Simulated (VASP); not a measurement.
# C (Fmmm) in VASP: notebook

Runs on C. Level: LDA. Tasks: single point.

All numbers are computed with VASP 6.6.1; they aren't measurements. Logs are shortened: lines on timing, memory, paths and dates and some standing lists are left out, and cuts for length are marked.

**1. The cell of the first run**

Symmetry: Fmmm, No. 69, orthorhombic system. The conventional cell has a = 2.446 Å, b = 4.233 Å, c = 6.719 Å, α = 90.00°, β = 90.00°, γ = 90.00°. Within 1.9 Å of C (site symmetry m2m) lie 3 C at 1.41 Å.

**2. Single point, LDA**

File INCAR:

```
  ALGO = Normal
  EDIFF = 1E-6
  ENCUT = 520
  ISIF = 2
  ISMEAR = 0
  LASPH = T
  LCHARG = F
  LREAL = F
  LWAVE = F
  NBANDS = 11
  NELM = 100
  PREC = Accurate
  SIGMA = 0.03
```

File KPOINTS:

```
k-points
0
Gamma
  16 16 16
```

File POSCAR:

```
C
1.0
    0.0000000000      2.1166507492      3.3597492418
    1.2227846677      0.0000000000      3.3597492418
    1.2227846677      2.1166507492      0.0000000000
C
2
Direct
    0.1667065656      0.8332934344      0.1667065656
    0.8332934344      0.1667065656      0.8332934344
```

Potentials or basis: VASP PAW LDA potentials, release 64 (C).

The run is started by

```bash
cat potpaw_LDA.64/C/POTCAR > POTCAR
mpirun -np 1 vasp_std > vasp.out
```

OUTCAR:

```text
EDIFF = 1E-6
   ENCUT = 520
   ISIF = 2
   ISMEAR = 0
   LASPH = T
   LREAL = F
   NELM = 100
   PREC = Accurate

 ion  position               nearest neighbor table
   1  0.167  0.833  0.167-   2 1.41   2 1.41   2 1.41
   2  0.833  0.167  0.833-   1 1.41   1 1.41   1 1.41

  LATTYP: Found a face centered orthorhombic cell.
 ALAT       =     2.4455693354
 B/A-ratio  =     1.7310085783
 C/A-ratio  =     2.7476213356

  Lattice vectors:

 A1 = (   0.0000000000,   2.1166507492,   3.3597492418)
 A2 = (   1.2227846677,   0.0000000000,   3.3597492418)
 A3 = (   1.2227846677,   2.1166507492,   0.0000000000)

Analysis of symmetry for initial positions (statically):
=====================================================================
 Subroutine PRICEL returns:
 Original cell was already a primitive cell.

 Routine SETGRP: Setting up the symmetry group for a
 face centered orthorhombic supercell.

 Subroutine GETGRP returns: Found  8 space group operations
 (whereof  8 operations were pure point group operations)
 out of a pool of  8 trial point group operations.

The static configuration has the point symmetry D_2h.

Analysis of symmetry for dynamics (positions and initial velocities):
=====================================================================
 Subroutine PRICEL returns:
 Original cell was already a primitive cell.

 Routine SETGRP: Setting up the symmetry group for a
 face centered orthorhombic supercell.

 Subroutine GETGRP returns: Found  8 space group operations
 (whereof  8 operations were pure point group operations)
 out of a pool of  8 trial point group operations.

The dynamic configuration has the point symmetry D_2h.

 Subroutine INISYM returns: Found  8 space group operations
 (whereof  8 operations are pure point group operations),
 and found     1 'primitive' translations

----------------------------------------------------------------------------------------

                                     Primitive cell

  volume of cell :      17.3915

  direct lattice vectors                    reciprocal lattice vectors
     0.000000000  2.116650749  3.359749242    -0.408902739  0.236222249  0.148820630
     1.222784668  0.000000000  3.359749242     0.408902739 -0.236222249  0.148820630
     1.222784668  2.116650749  0.000000000     0.408902739  0.236222249 -0.148820630

  length of vectors
     3.970909891  3.575348558  2.444465737     0.495126227  0.495126227  0.495126227

  position of ions in fractional coordinates (direct lattice)
     0.166706566  0.833293434  0.166706566
     0.833293434  0.166706566  0.833293434

  ion indices of the primitive-cell ions
   primitive index   ion index
                 1           1
                 2           2

----------------------------------------------------------------------------------------

 KPOINTS: k-points

Automatic generation of k-mesh.
 Grid dimensions read from file:
 generate k-points for:   16   16   16

 Generating k-lattice:

  Cartesian coordinates                     Fractional coordinates (reciprocal lattice)
    -0.025556421  0.014763891  0.009301289     0.062500000  0.000000000  0.000000000
     0.025556421 -0.014763891  0.009301289     0.000000000  0.062500000  0.000000000
     0.025556421  0.014763891 -0.009301289    -0.000000000 -0.000000000  0.062500000

  Length of vectors
     0.030945389  0.030945389  0.030945389

  Shift w.r.t. Gamma in fractional coordinates (k-lattice)
     0.000000000  0.000000000  0.000000000

 Subroutine IBZKPT returns following result:
 ===========================================

 Found    621 irreducible k-points:

 Following reciprocal coordinates:
            Coordinates               Weight
  0.000000  0.000000  0.000000      1.000000
  0.062500  0.000000  0.000000      8.000000
  0.125000  0.000000  0.000000      8.000000
  0.187500  0.000000  0.000000      8.000000
  0.250000  0.000000  0.000000      8.000000
  0.312500 -0.000000  0.000000      8.000000
[... 16 lines left out ...]
 -0.125000  0.062500  0.000000      8.000000
 -0.062500  0.062500 -0.000000      4.000000
 [... further k-points ...]
   k-points           NKPTS =    621   k-points in BZ     NKDIM =    621   number of bands    NBANDS=     11
   number of dos      NEDOS =    301   number of ions     NIONS =      2
   total plane-waves  NPLWV =  15120
   dimension x,y,z NGX =    30 NGY =   28 NGZ =   18
   dimension x,y,z NGXF=    60 NGYF=   56 NGZF=   36
   ions per type =               2
   NGX,Y,Z   is equivalent  to a cutoff of  12.56, 13.02, 12.24 a.u.
   NGXF,Y,Z  is equivalent  to a cutoff of  25.12, 26.04, 24.48 a.u.
 SYSTEM =  unknown system
   PREC   = accura    normal or accurate (medium, high low for compatibility)
   ISTART =      0    job   : 0-new  1-cont  2-samecut
   ICHARG =      2    charge: 1-file 2-atom 10-const
   ISPIN  =      1    spin polarized calculation?
   LNONCOLLINEAR =      F non collinear calculations
   LSORBIT =      F    spin-orbit coupling
   LASPH  =      T    aspherical Exc in radial PAW
   ENCUT  =  520.0 eV  38.22 Ry    6.18 a.u.   7.38  6.65  4.55*2*pi/ulx,y,z
   NELM   =    100;   NELMIN=  2; NELMDL= -5     # of ELM steps
   EDIFF  = 0.1E-05   stopping-criterion for ELM
   LREAL  =      F    real-space projection
   EDIFFG = 0.1E-04   stopping-criterion for IOM
   NSW    =      0    number of steps for IOM
   IBRION =     -1    ionic relax: 0-MD 1-quasi-New 2-CG
   NFREE  =      0    steps in history (QN), initial steepest desc. (CG)
   ISIF   =      2    stress and relaxation
   ISYM   =      2    0-nonsym 1-usesym 2-fastsym
   POTIM  = 0.5000    time-step for ionic-motion
   TEBEG  =    0.0;   TEEND  =   0.0 temperature during run
   PSTRESS=    0.0 pullay stress
   NELECT =       8.0000    total number of electrons
   NUPDOWN=      -1.0000    fix difference up-down
   EMIN   =  10.00;   EMAX   =-10.00  energy-range for DOS
   EFERMI =   0.00;   METHOD = LEGACY
   ISMEAR =     0;   SIGMA  =   0.03  broadening in eV -4-tet -1-fermi 0-gaus
   EFERMI_NEDOS =   21; number of points for ismear=-14 and -15
   IALGO  =     38    algorithm
   IMIX   =      4    mixing-type and parameters
     AMIX     =   0.40;   BMIX     =  1.00
     AMIX_MAG =   1.60;   BMIX_MAG =  1.00
  volume/ion in A,a.u.               =       8.70        58.68
  Fermi-wavevector in a.u.,A,eV,Ry     =   1.263745  2.388132 21.729206  1.597052
  Thomas-Fermi vector in A             =   2.397086
   LORBIT       =      0    0 simple, 1 ext, 2 COOP (PROOUT), +10 PAW based schemes
   GGA     = CA    functional components
   LHFCALC =     F    Hartree Fock is set to
   AEXX    =    0.0000 exact exchange contribution
   IVDW    =     0    specifies the selected vdW correction
   LEPSILON=     F    determine dielectric tensor
   LRPA    =     F    only Hartree local field effects (RPA)
 non-spin polarized calculation
 Gauss-broadening in eV      SIGMA  =   0.03
  energy-cutoff  :      520.00
  volume of cell :       17.39
 maximum number of plane-waves:       487
 NGX is ok and might be reduce to    30
   NGX = 15   NGY = 13   NGZ =  9

 number of electron       8.0000000 magnetization

 Free energy of the ion-electron system (eV)
  ---------------------------------------------------
  ext. energy  EPLUGINS =         0.00000000
  ---------------------------------------------------
  free energy    TOTEN  =       -20.22061302 eV

  energy without entropy =      -20.22061302  energy(sigma->0) =      -20.22061302

 E-fermi :   4.5865     XC(G=0): -10.7930

 val. band max:        4.4775339923   @ k =   0.4375  -0.1875   0.3125
 cond. band min:       4.6892359239   @ k =   0.0000   0.3125   0.3125
 fundamental gap:      0.2117019315
 Fermi energy:         4.5865423469

 k-point     1 :       0.0000    0.0000    0.0000
  band No.  band energies     occupation
      1     -14.9354      2.00000
      2      -2.0223      2.00000
      3       1.7047      2.00000
      4       1.7153      2.00000
      5       8.4656      0.00000
      6      13.1408      0.00000
      7      13.2102      0.00000
      8      16.2884      0.00000
      9      18.1761      0.00000
     10      27.3204      0.00000
     11      29.9383      0.00000

 k-point     2 :       0.0625    0.0000    0.0000
  band No.  band energies     occupation
      1     -14.8386      2.00000
      2      -1.9384      2.00000
      3       1.3476      2.00000
      4       1.5063      2.00000
      5       8.6286      0.00000
      6      13.2406      0.00000
      7      13.5666      0.00000
      8      15.9402      0.00000
      9      18.3302      0.00000
     10      27.6290      0.00000
     11      29.0962      0.00000

 k-point     3 :       0.1250    0.0000    0.0000
  band No.  band energies     occupation
      1     -14.5488      2.00000
      2      -1.6858      2.00000
      3       0.3600      2.00000
      4       0.9877      2.00000
      5       9.1144      0.00000
      6      13.2999      0.00000
      7      14.6862      0.00000
      8      14.9678      0.00000
      9      18.8278      0.00000
     10      27.0995      0.00000
     11      28.4909      0.00000

 k-point     4 :       0.1875    0.0000    0.0000
  band No.  band energies     occupation
      1     -14.0686      2.00000
      2      -1.2619      2.00000
      3      -1.0290      2.00000
      4       0.3217      2.00000
      5       9.9084      0.00000
      6      13.2366      0.00000
      7      13.5359      0.00000
      8      16.3405      0.00000
      9      19.6656      0.00000
     10      25.1557      0.00000
     11      29.3054      0.00000

 k-point     5 :       0.2500    0.0000    0.0000
  band No.  band energies     occupation
      1     -13.4025      2.00000
      2      -2.6211      2.00000
      3      -0.6667      2.00000
      4      -0.3477      2.00000
      5      10.9427      0.00000
      6      11.8782      0.00000
      7      13.0730      0.00000
      8      18.3319      0.00000
      9      20.6722      0.00000
     10      23.5808      0.00000
     11      28.4500      0.00000
[... 211 lines left out ...]
 k-point    21 :      -0.2500    0.0625    0.0000
  band No.  band energies     occupation
      1     -12.5927      2.00000
      2      -4.2621      2.00000
      3      -0.9305      2.00000
      4       0.3689      2.00000
      5       9.8998      0.00000
      6      11.7072      0.00000
      7      12.8797      0.00000
      8      20.4860      0.00000
      9      21.5029      0.00000
     10      22.4950      0.00000
     11      27.6145      0.00000

 k-point    22 :      -0.1875    0.0625   -0.0000
  band No.  band energies     occupation
      1     -13.4318      2.00000
      2      -2.6099      2.00000
      3      -0.4253      2.00000
      4      -0.3477      2.00000
      5      10.4664      0.00000
      6      11.7658      0.00000
      7      13.0683      0.00000
      8      18.3321      0.00000
      9      20.7910      0.00000
     10      23.3859      0.00000
     11      28.5101      0.00000

 k-point    23 :      -0.1250    0.0625    0.0000
  band No.  band energies     occupation
      1     -14.0895      2.00000
      2      -1.0840      2.00000
      3      -1.0233      2.00000
      4       0.3217      2.00000
      5       9.5427      0.00000
      6      13.2397      0.00000
      7      13.4952      0.00000
      8      16.3406      0.00000
      9      19.7009      0.00000
     10      25.0693      0.00000
     11      29.4963      0.00000

 k-point    24 :      -0.0625    0.0625   -0.0000
  band No.  band energies     occupation
      1     -14.5597      2.00000
      2      -1.5911      2.00000
      3       0.3619      2.00000
      4       0.9877      2.00000
      5       8.9227      0.00000
      6      13.3016      0.00000
      7      14.6890      0.00000
      8      14.9535      0.00000
      9      18.8377      0.00000
     10      27.0999      0.00000
     11      28.4844      0.00000

 [... further k-points ...]
[... 5 lines left out ...]
  --------------------------------------------------------------------------------------
  -------------------------------------------------------------------------------------
  Total        0.1511169      0.1176004      0.0025752      0.0000000      0.0000000      0.0000000
  in kB       13.9215472     10.8338655      0.2372425      0.0000000      0.0000000      0.0000000
  external PRESSURE =       8.3308851 kB  Pullay stress =       0.0000000 kB

 VOLUME and BASIS-vectors are now :
 -----------------------------------------------------------------------------
  energy-cutoff  :      520.00
  volume of cell :       17.39
      direct lattice vectors                 reciprocal lattice vectors
     0.000000000  2.116650749  3.359749242    -0.408902739  0.236222249  0.148820630
     1.222784668  0.000000000  3.359749242     0.408902739 -0.236222249  0.148820630
     1.222784668  2.116650749  0.000000000     0.408902739  0.236222249 -0.148820630

 POSITION                                       TOTAL-FORCE (eV/Angst)
 -----------------------------------------------------------------------------------
      1.22278      0.70572      3.35975         0.000000     -0.024318      0.000000
      1.22278      3.52758      3.35975         0.000000      0.024318      0.000000
 -----------------------------------------------------------------------------------
    total drift:                                0.000000      0.000000     -0.000000

  FREE ENERGIE OF THE ION-ELECTRON SYSTEM (eV)
  ---------------------------------------------------
  free  energy   TOTEN  =       -20.2206130233 eV

  energy  without entropy=      -20.2206130232  energy(sigma->0) =      -20.22061302
```

Run time: 56 s. Hardware: 1 thread of Intel Xeon Platinum 8559C (Emerald Rapids), shared host; peak memory 0.2 GiB.

Results:

```yaml
Free_energy: -20.2206 eV
Pressure: 0.8 GPa
Largest_force: 0.024 eV/Å
```

Forces in eV/Å, atoms in the order of the input:
```
C    0.000 -0.024  0.000
C    0.000  0.024  0.000
```

**3. Single point, LDA**

File INCAR:

```
ALGO = Normal
EDIFF = 1E-6
ENCUT = 520
GGA = CA
ISIF = 2
ISMEAR = 0
LASPH = True
LCHARG = False
LREAL = False
LWAVE = False
NBANDS = 11
NELM = 100
PREC = Accurate
SIGMA = 0.02
```

File KPOINTS:

```
k-points
0
Gamma
  18 18 18
```

POSCAR is that of step 2.

Potentials or basis: VASP PAW LDA potentials, release 64 (C).

The run is started by

```bash
cat potpaw_LDA.64/C/POTCAR > POTCAR
mpirun -np 1 vasp_std > vasp.out
```

Run time: 73 s. Hardware: 1 thread of Intel Xeon Platinum 8559C (Emerald Rapids), shared host; peak memory 0.23 GiB.

The run converged. Its results:

- Free energy: -20.2203 eV
- Pressure: 0.8 GPa

Forces in eV/Å, atoms in the order of the input:
```
C    0.000 -0.003  0.000
C    0.000  0.003  0.000
```

Stress tensor (GPa, compression positive):
```
 1.28  0.00  0.00
 0.00  1.28  0.00
 0.00  0.00 -0.10
```

(Part 1 of 2 ends here.)
